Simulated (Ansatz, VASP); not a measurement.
## KLuB2O6: VASP beside Ansatz

```xyz
10
Lattice="2.5738 4.4579 0.0000 -2.5738 4.4579 0.0000 -2.5738 1.4860 5.5997" Properties=species:S:1:pos:R:3 pbc="T T T"
K     0.0000    0.0000    0.0000
Lu    0.0000    2.9719    2.7998
B     0.0000    5.9439    1.5126
B    -2.5738    4.4579    4.0870
O    -1.2619    1.7984    1.5153
O    -0.9265    6.9238    1.5153
O    -0.3854    4.6515    1.5153
O    -1.3119    8.6034    4.0843
O    -1.6473    3.4780    4.0843
O    -2.1884    5.7502    4.0843
```

Alike in both runs: functional r2SCAN; k mesh 5 × 5 × 5; no spin polarisation.

Ansatz relaxed the structure, and its values are those at the end. VASP's run is a single point on that final structure, the one shown.

```csv
,VASP,Ansatz
version,VASP 6.6.1,Ansatz 0.2.0
potentials or method,"VASP PAW PBE potentials, release 64 (K_sv, Lu, B, O), cutoff 520 eV",PAW plane waves
occupations,"fermi-dirac, width 0.1 eV",fermi-dirac
valence electrons in the cell,76,76
```

VASP gave:

```
pressure (GPa)                     : 6.4
rms of the force components (eV/Å) : 0.033
```

Problem. What did Ansatz give for the same quantities?

Solution. Pressure (GPa): 5.5; rms of the force components (eV/Å): 0.004.

VASP's potentials were made for PBE, not for r2SCAN. Ansatz's warnings: stress scf threshold loose, structure snapped to symmetry.

Spin-orbit coupling is off throughout.
